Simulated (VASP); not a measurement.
Input of a VASP 6.6.1 run:

INCAR

```
PREC = Accurate
ENCUT = 520
EDIFF = 1E-8
ISMEAR = -1
SIGMA = 0.01
LREAL = False
LASPH = True
NELM = 80
ALGO = Normal
ISIF = 2
LWAVE = False
LCHARG = False
GGA = PE
LEFG = True
NBANDS = 24
```

The input KPOINTS:

```
regular mesh
0
Gamma
  9 9 5
```

POSCAR

```
TaN
1.0
    3.0087798064      0.0000000000      0.0000000000
   -1.5043899033      2.6056797468      0.0000000000
    0.0000000000      0.0000000000      4.8732350589
Ta N
2 2
Direct
    0.3333333333      0.6666666667      0.0000000000
    0.6666666667      0.3333333333      0.5000000000
    0.3333333333      0.6666666667      0.3850000000
    0.6666666667      0.3333333333      0.8850000000
```

Potentials or basis: VASP PAW PBE potentials, release 64 (Ta_pv, N).

Command:

```console
$ cat potpaw_PBE.64/Ta_pv/POTCAR potpaw_PBE.64/N/POTCAR > POTCAR
$ mpirun -np 1 vasp_std > vasp.out
```

Estimate the band gap on the k mesh.

zero (band 16 reaches 10.83 eV, above the bottom of band 17 at 8.51 eV).

Predict the pressure.

172.7 GPa.

Forces in eV/Å, atoms in the order of the input:
```
Ta   0.000  0.000  2.470
Ta   0.000  0.000  2.470
N    0.000  0.000 -2.470
N    0.000  0.000 -2.470
```

Caveat: without QUAD_EFG the Cq values of the log hold for a quadrupole moment of 1 mb, not for the nuclei; spin-orbit coupling is left out, which moves the levels of the heavy elements; forces of over 1 eV/Å act on the atoms, so gaps and moduli don't describe the material at rest.
